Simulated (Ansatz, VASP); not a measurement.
# One calculation of YAgSb2, two programs

```
CELL_PARAMETERS angstrom
4.25108 0.00000 0.00000
0.00000 4.25108 0.00000
0.00000 0.00000 10.09486
ATOMIC_POSITIONS crystal
Y 0.00000 0.50000 0.76177
Y 0.50000 0.00000 0.23823
Ag 0.00000 0.00000 0.50000
Ag 0.50000 0.50000 0.50000
Sb 0.00000 0.00000 0.00000
Sb 0.50000 0.50000 0.00000
Sb 0.00000 0.50000 0.31707
Sb 0.50000 0.00000 0.68293
```

Alike in both runs: functional LDA; k mesh 8 × 8 × 4; occupations gaussian, width 0.1 eV; no spin polarisation.

Ansatz relaxed the structure, and its values are those at the end. VASP's run is a single point on that final structure, the one shown.

```csv
,VASP,Ansatz
version,VASP 6.6.1,Ansatz 0.2.0
potentials or method,"VASP PAW LDA potentials, release 64 (Y_sv, Ag, Sb), cutoff 520 eV","scalar-relativistic, plane waves, PAW"
valence electrons in the cell,64,120
```

|  | VASP | Ansatz | Ansatz less VASP |
| --- | --- | --- | --- |
| gap on the k mesh at the Fermi level (eV) | none | none | - |
| pressure (GPa) | 0.2 | 0.0 | -0.21 |
| rms of the force components (eV/Å) | 0.006 | 0.000 | -0.0051 |

LDA's correlation is that of Perdew and Zunger in VASP and of Perdew and Wang (1992) in Ansatz. A gap of «none» marks a metal or a gap that the smearing closes. VASP's potentials hold 64 valence electrons a cell and Ansatz's 120, so a difference there can come from the potentials and not from the codes.

Neither program's run includes spin-orbit coupling.
